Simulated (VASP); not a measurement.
# Au in VASP: further runs

Runs on Au. Level: PBEsol. Tasks: single point.

Program: VASP 6.6.1. These are calculated values, not measurements. Logs are shortened: lines on timing, memory, paths and dates and some standing lists are left out, and cuts for length are marked.

## Step 1: The cell of the first run

Symmetry: I4/mmm, No. 139, tetragonal system. The conventional cell has a = 3.323 Å, b = 3.323 Å, c = 3.404 Å, α = 90.00°, β = 90.00°, γ = 90.00°. Au (site symmetry 4/mmm) has 14 Au at 2.90 to 3.40 Å within 3.8 Å.

## Step 2: Single point, PBEsol (strain +0.025 along x and y, +0.050 along z)

The input, INCAR:

```
SYSTEM = Au
  PREC = Accurate
  ENCUT = 520
  EDIFF = 1E-6
  ISMEAR = 0
  SIGMA = 0.15
  LREAL = .FALSE.
  LASPH = .TRUE.
  NELM = 60
  ALGO = Fast
  ISIF = 2
  LWAVE = .FALSE.
  LCHARG = .TRUE.
  GGA = PS
  LELF = .TRUE.
  LVHAR = .TRUE.
  NBANDS = 12
```

The input, KPOINTS:

```
regular mesh
0
G
  26 26 26
  0 0 0
```

The input, POSCAR:

```
Au
1.0
   -1.6616002293      1.6616002293      1.7021270641
    1.6616002293     -1.6616002293      1.7021270641
    1.6616002293      1.6616002293     -1.7021270641
Au
1
Direct
    0.0000000000      0.0000000000      0.0000000000
```

Potentials or basis: VASP PAW PBE potentials, release 64 (Au).

Command:

```
cat potpaw_PBE.64/Au/POTCAR > POTCAR
mpirun -np 1 vasp_std > vasp.out
```

OUTCAR:

```text
SYSTEM = Au
   PREC = Accurate
   ENCUT = 520
   EDIFF = 1E-6
   ISMEAR = 0
   LREAL = .FALSE.
   LASPH = .TRUE.
   NELM = 60
   ISIF = 2
   GGA = PS

 ion  position               nearest neighbor table
   1  0.000  0.000  0.000-

  LATTYP: Found a body centered tetragonal cell.
 ALAT       =     3.3232004586
 C/A-ratio  =     1.0243902439

  Lattice vectors:

 A1 = (  -1.6616002293,   1.6616002293,   1.7021270641)
 A2 = (   1.6616002293,  -1.6616002293,   1.7021270641)
 A3 = (   1.6616002293,   1.6616002293,  -1.7021270641)

Analysis of symmetry for initial positions (statically):
=====================================================================
 Subroutine PRICEL returns:
 Original cell was already a primitive cell.

 Routine SETGRP: Setting up the symmetry group for a
 body centered tetragonal supercell.

 Subroutine GETGRP returns: Found 16 space group operations
 (whereof 16 operations were pure point group operations)
 out of a pool of 16 trial point group operations.

The static configuration has the point symmetry D_4h.

Analysis of symmetry for dynamics (positions and initial velocities):
=====================================================================
 Subroutine PRICEL returns:
 Original cell was already a primitive cell.

 Routine SETGRP: Setting up the symmetry group for a
 body centered tetragonal supercell.

 Subroutine GETGRP returns: Found 16 space group operations
 (whereof 16 operations were pure point group operations)
 out of a pool of 16 trial point group operations.

The dynamic configuration has the point symmetry D_4h.

 Subroutine INISYM returns: Found 16 space group operations
 (whereof 16 operations are pure point group operations),
 and found     1 'primitive' translations

----------------------------------------------------------------------------------------

                                     Primitive cell

  volume of cell :      18.7977

  direct lattice vectors                    reciprocal lattice vectors
    -1.661600229  1.661600229  1.702127064     0.000000000  0.300914739  0.293750103
     1.661600229 -1.661600229  1.702127064     0.300914739  0.000000000  0.293750103
     1.661600229  1.661600229 -1.702127064     0.300914739  0.300914739  0.000000000

  length of vectors
     2.901562887  2.901562887  2.901562887     0.420522060  0.420522060  0.425557706

  position of ions in fractional coordinates (direct lattice)
     0.000000000  0.000000000  0.000000000

  ion indices of the primitive-cell ions
   primitive index   ion index
                 1           1

----------------------------------------------------------------------------------------

 KPOINTS: regular mesh

Automatic generation of k-mesh.
 Grid dimensions read from file:
 generate k-points for:   26   26   26

 Generating k-lattice:

  Cartesian coordinates                     Fractional coordinates (reciprocal lattice)
     0.000000000  0.011573644  0.011298081     0.038461538  0.000000000 -0.000000000
     0.011573644  0.000000000  0.011298081     0.000000000  0.038461538 -0.000000000
     0.011573644  0.011573644  0.000000000     0.000000000  0.000000000  0.038461538

  Length of vectors
     0.016173925  0.016173925  0.016367604

  Shift w.r.t. Gamma in fractional coordinates (k-lattice)
     0.000000000  0.000000000  0.000000000

 Subroutine IBZKPT returns following result:
 ===========================================

 Found   1330 irreducible k-points:

 Following reciprocal coordinates:
            Coordinates               Weight
  0.000000  0.000000  0.000000      1.000000
  0.038462  0.000000  0.000000      8.000000
  0.076923  0.000000  0.000000      8.000000
  0.115385  0.000000  0.000000      8.000000
  0.153846  0.000000  0.000000      8.000000
  0.192308  0.000000  0.000000      8.000000
[... 16 lines left out ...]
  0.346154  0.038462  0.000000     16.000000
  0.384615  0.038462  0.000000     16.000000
 [... further k-points ...]
   k-points           NKPTS =   1330   k-points in BZ     NKDIM =   1330   number of bands    NBANDS=     12
   number of dos      NEDOS =    301   number of ions     NIONS =      1
   total plane-waves  NPLWV =  13824
   dimension x,y,z NGX =    24 NGY =   24 NGZ =   24
   dimension x,y,z NGXF=    48 NGYF=   48 NGZF=   48
   ions per type =               1
   NGX,Y,Z   is equivalent  to a cutoff of  13.75, 13.75, 13.75 a.u.
   NGXF,Y,Z  is equivalent  to a cutoff of  27.50, 27.50, 27.50 a.u.
 SYSTEM =  Au
   PREC   = accura    normal or accurate (medium, high low for compatibility)
   ISTART =      0    job   : 0-new  1-cont  2-samecut
   ICHARG =      2    charge: 1-file 2-atom 10-const
   ISPIN  =      1    spin polarized calculation?
   LNONCOLLINEAR =      F non collinear calculations
   LSORBIT =      F    spin-orbit coupling
   LASPH  =      T    aspherical Exc in radial PAW
   ENCUT  =  520.0 eV  38.22 Ry    6.18 a.u.   5.39  5.39  5.39*2*pi/ulx,y,z
   NELM   =     60;   NELMIN=  2; NELMDL= -5     # of ELM steps
   EDIFF  = 0.1E-05   stopping-criterion for ELM
   LREAL  =      F    real-space projection
   EDIFFG = 0.1E-04   stopping-criterion for IOM
   NSW    =      0    number of steps for IOM
   IBRION =     -1    ionic relax: 0-MD 1-quasi-New 2-CG
   NFREE  =      0    steps in history (QN), initial steepest desc. (CG)
   ISIF   =      2    stress and relaxation
   ISYM   =      2    0-nonsym 1-usesym 2-fastsym
   POTIM  = 0.5000    time-step for ionic-motion
   TEBEG  =    0.0;   TEEND  =   0.0 temperature during run
   PSTRESS=    0.0 pullay stress
   NELECT =      11.0000    total number of electrons
   NUPDOWN=      -1.0000    fix difference up-down
   EMIN   =  10.00;   EMAX   =-10.00  energy-range for DOS
   EFERMI =   0.00;   METHOD = LEGACY
   ISMEAR =     0;   SIGMA  =   0.15  broadening in eV -4-tet -1-fermi 0-gaus
   EFERMI_NEDOS =   21; number of points for ismear=-14 and -15
   IALGO  =     68    algorithm
   IMIX   =      4    mixing-type and parameters
     AMIX     =   0.40;   BMIX     =  1.00
     AMIX_MAG =   1.60;   BMIX_MAG =  1.00
  volume/ion in A,a.u.               =      18.80       126.85
  Fermi-wavevector in a.u.,A,eV,Ry     =   1.369317  2.587634 25.511324  1.875029
  Thomas-Fermi vector in A             =   2.495203
   LORBIT       =      0    0 simple, 1 ext, 2 COOP (PROOUT), +10 PAW based schemes
   GGA     = PS    functional components
   LHFCALC =     F    Hartree Fock is set to
   AEXX    =    0.0000 exact exchange contribution
   IVDW    =     0    specifies the selected vdW correction
   LEPSILON=     F    determine dielectric tensor
   LRPA    =     F    only Hartree local field effects (RPA)
 non-spin polarized calculation
 RMM-DIIS sequential band-by-band and
 Gauss-broadening in eV      SIGMA  =   0.15
  energy-cutoff  :      520.00
  volume of cell :       18.80
 maximum number of plane-waves:       535
 NGX is ok and might be reduce to    24
   NGX = 11   NGY = 11   NGZ = 11

 number of electron      11.0000000 magnetization

 Free energy of the ion-electron system (eV)
  ---------------------------------------------------
  ext. energy  EPLUGINS =         0.00000000
  ---------------------------------------------------
  free energy    TOTEN  =        -3.82670698 eV

  energy without entropy =       -3.82360152  energy(sigma->0) =       -3.82515425

 E-fermi :   7.7338     XC(G=0): -12.3125

 val. band max:        7.7300879933   @ k =   0.5000   0.5000   0.0385
 cond. band min:       7.7468466736   @ k =  -0.2308  -0.3846   0.1923
 fundamental gap:      0.0167586803
 Fermi energy:         7.7337949599

 k-point     1 :       0.0000    0.0000    0.0000
  band No.  band energies     occupation
      1      -1.1871      2.00000
      2       3.3396      2.00000
      3       3.3396      2.00000
      4       3.4725      2.00000
      5       4.9652      2.00000
      6       5.1184      2.00000
      7      23.9154      0.00000
      8      24.3022      0.00000
      9      24.3022      0.00000
     10      29.8410      0.00000
     11      30.5294      0.00000
     12      30.5294      0.00000

 k-point     2 :       0.0385    0.0000    0.0000
  band No.  band energies     occupation
      1      -1.1373      2.00000
      2       3.3419      2.00000
      3       3.3458      2.00000
      4       3.4850      2.00000
      5       4.9525      2.00000
      6       5.1133      2.00000
      7      23.9188      0.00000
      8      24.2876      0.00000
      9      24.3610      0.00000
     10      29.2710      0.00000
     11      29.8454      0.00000
     12      30.3262      0.00000

 k-point     3 :       0.0769    0.0000    0.0000
  band No.  band energies     occupation
      1      -0.9892      2.00000
      2       3.3307      2.00000
      3       3.3480      2.00000
      4       3.5567      2.00000
      5       4.9139      2.00000
      6       5.1033      2.00000
      7      23.8727      0.00000
      8      24.2190      0.00000
      9      24.5346      0.00000
     10      28.2929      0.00000
     11      28.8193      0.00000
     12      29.7625      0.00000

 k-point     4 :       0.1154    0.0000    0.0000
  band No.  band energies     occupation
      1      -0.7482      2.00000
      2       3.2748      2.00000
      3       3.3566      2.00000
      4       3.7073      2.00000
      5       4.8551      2.00000
      6       5.0960      2.00000
      7      23.5298      0.00000
      8      24.0807      0.00000
      9      24.8152      0.00000
     10      27.4065      0.00000
     11      28.0422      0.00000
     12      28.9390      0.00000

 k-point     5 :       0.1538    0.0000    0.0000
  band No.  band energies     occupation
      1      -0.4251      2.00000
      2       3.1924      2.00000
      3       3.3688      2.00000
      4       3.9229      2.00000
      5       4.7922      2.00000
      6       5.0940      2.00000
      7      22.6332      0.00000
      8      23.8219      0.00000
      9      25.1891      0.00000
     10      26.9156      0.00000
     11      27.6972      0.00000
     12      27.9570      0.00000
[... 228 lines left out ...]
      1       0.9552      2.00000
      2       2.8334      2.00000
      3       3.7150      2.00000
      4       4.7392      2.00000
      5       5.0755      2.00000
      6       5.1442      2.00000
      7      17.4293      0.00000
      8      21.7870      0.00000
      9      23.8233      0.00000
     10      26.9018      0.00000
     11      27.7440      0.00000
     12      29.4678      0.00000

 k-point    22 :       0.3077    0.0385    0.0000
  band No.  band energies     occupation
      1       1.1881      2.00000
      2       2.7363      2.00000
      3       4.1108      2.00000
      4       4.8008      2.00000
      5       5.1441      2.00000
      6       5.4754      2.00000
      7      15.8649      0.00000
      8      21.2517      0.00000
      9      22.9858      0.00000
     10      27.4025      0.00000
     11      27.9236      0.00000
     12      30.3413      0.00000

 k-point    23 :       0.3462    0.0385    0.0000
  band No.  band energies     occupation
      1       1.3022      2.00000
      2       2.6524      2.00000
      3       4.5695      2.00000
      4       4.9294      2.00000
      5       5.2204      2.00000
      6       5.8621      2.00000
      7      14.3585      0.00000
      8      20.7984      0.00000
      9      22.2335      0.00000
     10      27.8317      0.00000
     11      28.1554      0.00000
     12      30.8552      0.00000

 k-point    24 :       0.3846    0.0385    0.0000
  band No.  band energies     occupation
      1       1.3392      2.00000
      2       2.5857      2.00000
      3       4.7676      2.00000
      4       5.0789      2.00000
      5       5.5770      2.00000
      6       6.3074      2.00000
      7      12.9460      0.00000
      8      20.4451      0.00000
      9      21.6191      0.00000
     10      28.1432      0.00000
     11      28.4221      0.00000
     12      30.5061      0.00000

 [... further k-points ...]

------------------------ aborting loop because EDIFF is reached ----------------------------------------

  FORCE on cell =-STRESS in cart. coord.  units (eV):
  Direction    XX          YY          ZZ          XY          YZ          ZX
  --------------------------------------------------------------------------------------
  -------------------------------------------------------------------------------------
  Total       -1.5084518     -1.5084518     -1.4787158      0.0000000      0.0000000      0.0000000
  in kB     -128.5692065   -128.5692065   -126.0347306      0.0000000      0.0000000      0.0000000
  external PRESSURE =    -127.7243812 kB  Pullay stress =       0.0000000 kB

 VOLUME and BASIS-vectors are now :
 -----------------------------------------------------------------------------
  energy-cutoff  :      520.00
  volume of cell :       18.80
      direct lattice vectors                 reciprocal lattice vectors
    -1.661600229  1.661600229  1.702127064     0.000000000  0.300914739  0.293750103
     1.661600229 -1.661600229  1.702127064     0.300914739  0.000000000  0.293750103
     1.661600229  1.661600229 -1.702127064     0.300914739  0.300914739  0.000000000

 POSITION                                       TOTAL-FORCE (eV/Angst)
 -----------------------------------------------------------------------------------
      0.00000      0.00000      0.00000        -0.000000      0.000000      0.000000
 -----------------------------------------------------------------------------------
    total drift:                                0.000000      0.000000      0.000000

  FREE ENERGIE OF THE ION-ELECTRON SYSTEM (eV)
  ---------------------------------------------------
  free  energy   TOTEN  =        -3.8267069784 eV

  energy  without entropy=       -3.8236015235  energy(sigma->0) =       -3.82515425
```

Run time: 2.3 min. Hardware: 1 thread of Intel Xeon 6975P-C (Granite Rapids), shared host; peak memory 0.39 GiB.

What came out:

| Property | Result |
| --- | --- |
| Free energy | -3.8267 eV |
| Pressure | -12.8 GPa |

Levels at points of the mesh, in eV from the Fermi level:
| k point | band 2 | band 3 | band 4 | band 5 | band 6 | band 7 | band 8 | band 9 | band 10 | band 11 |
| --- | --- | --- | --- | --- | --- | --- | --- | --- | --- | --- |
| (0.00, 0.00, 0.00) | -4.39 | -4.39 | -4.26 | -2.77 | -2.62 | 16.18 | 16.57 | 16.57 | 22.11 | 22.80 |
| (0.50, 0.00, 0.00) | -5.23 | -2.90 | -2.53 | -1.41 | -0.33 | 2.95 | 12.37 | 13.36 | 20.63 | 21.01 |
| (0.50, 0.50, 0.00) | -5.38 | -2.71 | -2.48 | -1.38 | -0.20 | 3.13 | 12.02 | 12.85 | 19.94 | 20.67 |
| (0.50, 0.50, 0.50) | -5.99 | -1.75 | -1.70 | -1.70 | 5.71 | 6.37 | 6.37 | 8.53 | 14.75 | 15.19 |

Caveat: the cell differs from its parent crystal (strain +0.025 along x and y, +0.050 along z); the PAW data sets were made with another functional, which shifts forces and pressure a little; spin-orbit coupling is left out, which moves the levels of the heavy elements.

## Step 3: Single point, PBEsol (strain -0.050 along x and y, -0.050 along z)

The input, INCAR:

```
SYSTEM = Au
ALGO = Normal
EDIFF = 1E-6
ENCUT = 520
GGA = PS
ISIF = 2
ISMEAR = 0
LASPH = .True.
LCHARG = .False.
LREAL = .False.
LWAVE = .False.
NBANDS = 12
NELM = 60
PREC = Accurate
SIGMA = 0.15
```

The input, KPOINTS:

```
k-points
0
Gamma
  26 26 26
  0 0 0
```

The input, POSCAR:

```
Au
1.0
   -1.5400197247      1.5400197247      1.5400197247
    1.5400197247     -1.5400197247      1.5400197247
    1.5400197247      1.5400197247     -1.5400197247
Au
1
Direct
    0.0000000000      0.0000000000      0.0000000000
```

Potentials or basis: VASP PAW PBE potentials, release 64 (Au).

Command:

```
cat potpaw_PBE.64/Au/POTCAR > POTCAR
mpirun -np 1 vasp_std > vasp.out
```

Run time: 59 s. Hardware: 1 thread of Intel Xeon 6975P-C, shared host; peak memory 0.2 GiB.

The run converged. Its results:

| Quantity | Value |
| --- | --- |
| Free energy | -3.6395 eV |
| Pressure | 41.3 GPa |

Levels at points of the mesh, in eV from the Fermi level:
```csv
k point,band 2,band 3,band 4,band 5,band 6,band 7,band 8,band 9,band 10,band 11
"(0.00, 0.00, 0.00)",-5.82,-5.82,-5.82,-3.34,-3.34,16.39,16.39,16.39,26.76,26.76
"(0.50, 0.00, 0.00)",-7.25,-3.50,-3.03,-1.41,-1.25,4.59,12.31,15.02,23.70,24.31
"(0.50, 0.50, 0.50)",-8.44,-1.78,-1.78,-1.78,6.41,6.41,6.41,11.72,17.91,17.91
```

Caveat: the cell differs from its parent crystal (strain -0.050 along x and y, -0.050 along z); the PAW data sets were made with another functional, which shifts forces and pressure a little; spin-orbit coupling is left out, which moves the levels of the heavy elements.

## Step 4: Single point, PBEsol (strain -0.025 along x and y, -0.025 along z)

The input, INCAR:

```
PREC = Accurate
ENCUT = 520
EDIFF = 1E-6
ISMEAR = 0
SIGMA = 0.15
LREAL = False
LASPH = True
NELM = 100
ALGO = Fast
ISIF = 2
LWAVE = False
LCHARG = False
GGA = PS
NBANDS = 12
```

The input, KPOINTS:

```
regular mesh
0
Gamma
  26 26 26
```

The input, POSCAR:

```
Au
1.0
   -1.5805465595      1.5805465595      1.5805465595
    1.5805465595     -1.5805465595      1.5805465595
    1.5805465595      1.5805465595     -1.5805465595
Au
1
Direct
    0.0000000000      0.0000000000      0.0000000000
```

Command:

```
cat potpaw_PBE.64/Au/POTCAR > POTCAR
mpirun -np 1 vasp_std > vasp.out
```

Wall time 71 s (1 thread of Intel Xeon 6975P-C, shared host); peak memory 0.2 GiB.

It converged, with:

| Item | Value |
| --- | --- |
| Free energy | -3.8461 eV |
| Pressure | 16.3 GPa |

Levels at points of the mesh, in eV from the Fermi level:
```tsv
k point	band 2	band 3	band 4	band 5	band 6	band 7	band 8	band 9	band 10	band 11
(0.00, 0.00, 0.00)	-5.29	-5.29	-5.29	-3.09	-3.09	16.50	16.50	16.50	25.77	25.88
(0.50, 0.00, 0.00)	-6.54	-3.24	-2.83	-1.29	-1.02	4.06	12.38	14.46	23.05	23.30
(0.50, 0.50, 0.50)	-7.56	-1.74	-1.74	-1.74	6.35	6.35	6.35	10.68	16.93	16.93
```

Caveat: the cell differs from its parent crystal (strain -0.025 along x and y, -0.025 along z); the PAW data sets were made with another functional, which shifts forces and pressure a little; spin-orbit coupling is left out, which moves the levels of the heavy elements.

## Step 5: Summary

```csv
cell,gap on the mesh (eV),pressure (GPa)
"a = 2.902 Å, angles 110.1, 110.1, 108.2°, 1 atom",none,-12.8
"a = 2.667 Å, angles 109.5°, 1 atom",none,41.3
"a = 2.738 Å, angles 109.5°, 1 atom",none,16.3
```

Alike in all rows: task single point; level PBEsol; potentials or basis VASP PAW PBE potentials, release 64 (Au); no spin polarisation; k mesh 26 × 26 × 26; cutoff (eV) 520; smearing gaussian 0.15 eV.

Caveats: the PAW data sets were made with another functional, which shifts forces and pressure a little; spin-orbit coupling is left out, which moves the levels of the heavy elements.

Total energies depend on the potentials used, so only differences within one code and one set of settings carry meaning.
